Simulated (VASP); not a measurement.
Write the native input for VASP 6.6.1 that does the following.

- Task: single point
- Functional: PBE
- Potentials or basis: VASP PAW PBE potentials, release 64 (Nb_sv)
- Cutoff: 520 eV
- k mesh: 18 × 18 × 18
- Occupations: fermi-dirac, width 0.05 eV
- Spin: no spin polarisation
- Dipole correction: no
- Further INCAR settings: ALGO = Fast; EDIFF = 1e-06; NBANDS = 12

The structure of Nb lies in POSCAR:

```
Nb
1.0
    0.0000000000      2.1150000000      2.1150000000
    2.1150000000      0.0000000000      2.1150000000
    2.1150000000      2.1150000000      0.0000000000
Nb
1
Direct
    0.0000000000      0.0000000000      0.0000000000
```

This isn't the form of Nb at room conditions, which is bcc.

One way to write it, as run:

INCAR

```
SYSTEM = Nb
PREC = Accurate
ENCUT = 520
EDIFF = 1E-6
ISMEAR = -1
SIGMA = 0.05
LREAL = .FALSE.
LASPH = .TRUE.
NELM = 60
ALGO = Fast
ISIF = 2
LWAVE = .FALSE.
LCHARG = .FALSE.
GGA = PE
NBANDS = 12
```

KPOINTS

```
Automatic mesh
0
G
  18 18 18
  0 0 0
```

Potentials or basis: VASP PAW PBE potentials, release 64 (Nb_sv).

The run is started by

```bash
$ cat potpaw_PBE.64/Nb_sv/POTCAR > POTCAR
$ mpirun -np 1 vasp_std > vasp.out
```

Results of the run:

```yaml
Pressure: -1.7 GPa
Band_gap_on_the_k_mesh: zero (an odd number of electrons rules out a gap without spin polarisation)
```

Run time: 84 s on 1 thread of AMD EPYC 7R13 Processor (Zen 3), on a shared host, peak memory 0.14 GiB.
